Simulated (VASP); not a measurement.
# Si: single point with PBE

The system is Si.

```
CELL_PARAMETERS angstrom
0.00000 -2.75746 -2.75746
0.00000 2.75746 -2.75746
5.51492 0.00000 0.00000
ATOMIC_POSITIONS crystal
Si 0.50595 0.52191 0.00000
Si 0.99405 0.97809 0.50000
Si 0.00595 0.47809 0.25000
Si 0.49405 0.02191 0.75000
```

This cell differs from its parent crystal: atoms displaced along a vibrational mode, the cell strained.

```
Program                : VASP 6.6.1
Task                   : single point
Functional             : PBE
Potentials or basis    : VASP PAW PBE potentials, release 64 (Si)
Cutoff                 : 520 eV
k mesh                 : 8 × 8 × 6
Occupations            : gaussian, width 0.05 eV
Spin                   : no spin polarisation
Dipole correction      : no
Further INCAR settings : ALGO = Normal; EDIFF = 1e-06; NBANDS = 16
```

| Property | Result |
| --- | --- |
| Pressure | -2.4 GPa |
| Largest force | 0.225 eV/Å |
| Band gap on the k mesh | 0.64 eV (least direct gap 0.77 eV) |

Forces on the atoms (eV/Å):
```
Si   0.055 -0.111  0.188
Si   0.055  0.111 -0.188
Si  -0.055  0.188 -0.111
Si  -0.055 -0.188  0.111
```

Stress tensor (GPa, compression positive):
```
-2.41  0.00  0.00
 0.00 -2.36 -0.08
 0.00 -0.08 -2.36
```

Levels at points of the mesh, in eV from the valence-band top:
| k point | band 4 | band 5 | band 6 | band 7 | band 8 | band 9 | band 10 | band 11 | band 12 | band 13 |
| --- | --- | --- | --- | --- | --- | --- | --- | --- | --- | --- |
| (0.00, 0.00, 0.00) | -2.75 | -2.73 | -0.16 | -0.01 | 0.00 | 0.77 | 0.88 | 2.51 | 2.53 | 2.54 |
| (0.50, 0.00, 0.00) | -5.40 | -3.60 | -3.60 | -1.31 | -1.31 | 2.37 | 2.37 | 4.64 | 4.64 | 5.00 |
| (0.00, 0.50, 0.00) | -5.43 | -3.61 | -3.61 | -1.27 | -1.27 | 2.40 | 2.40 | 4.65 | 4.65 | 4.97 |
| (0.50, 0.50, 0.00) | -7.68 | -2.75 | -2.75 | -2.74 | -2.74 | 0.74 | 0.74 | 0.75 | 0.75 | 9.67 |
| (0.00, 0.00, 0.50) | -3.54 | -1.83 | -1.83 | -1.81 | -1.81 | 1.15 | 1.15 | 3.04 | 3.04 | 5.59 |
| (0.50, 0.00, 0.50) | -6.77 | -1.19 | -1.19 | -1.16 | -1.16 | 1.34 | 1.34 | 3.32 | 3.32 | 3.33 |
| (0.00, 0.50, 0.50) | -6.80 | -1.18 | -1.18 | -1.15 | -1.15 | 1.33 | 1.33 | 3.31 | 3.31 | 3.36 |
| (0.50, 0.50, 0.50) | -7.54 | -3.68 | -3.68 | -3.68 | -3.68 | 4.20 | 4.20 | 4.20 | 4.20 | 4.84 |

Wall time 37 s on 1 thread of Intel(R) Xeon(R) 6975P-C (Granite Rapids) (shared host), peak memory 0.23 GiB.

Caveat: the cell differs from its parent crystal (atoms displaced along a vibrational mode, the cell strained). A k mesh can miss the band edges.
